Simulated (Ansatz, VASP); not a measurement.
**RbHN2 in VASP and in Ansatz**

```
CELL_PARAMETERS angstrom
1.71901 2.97741 0.00000
-1.71901 2.97741 0.00000
-1.71901 0.99247 5.68225
ATOMIC_POSITIONS crystal
N 0.23610 0.52780 0.70830
N 0.76390 0.47220 0.29170
H 0.50000 0.00000 0.50000
Rb 0.00000 0.00000 0.00000
```

Alike in both runs: task single point; functional PBE; k mesh 10 × 10 × 10; no spin polarisation.

```csv
,VASP,Ansatz
version,VASP 6.6.1,Ansatz 0.2.0
potentials or method,"VASP PAW PBE potentials, release 64 (N, H, Rb_sv), cutoff 520 eV",PAW plane waves
occupations,"fermi-dirac, width 0.1 eV",fermi-dirac
valence electrons in the cell,20,20
```

Ansatz gave:

```
pressure (GPa)                                                : -1.1
traceless stress, the component that is largest in VASP (GPa) : -3.97
rms of the force components (eV/Å)                            : 0.920
```

Which values does VASP return?

Pressure (GPa): -0.9; traceless stress, the component that is largest in VASP (GPa): -3.97; rms of the force components (eV/Å): 0.932.

Atom by atom the forces differ by 0.011 eV/Å (rms over components). Ansatz's warnings: structure snapped to symmetry.
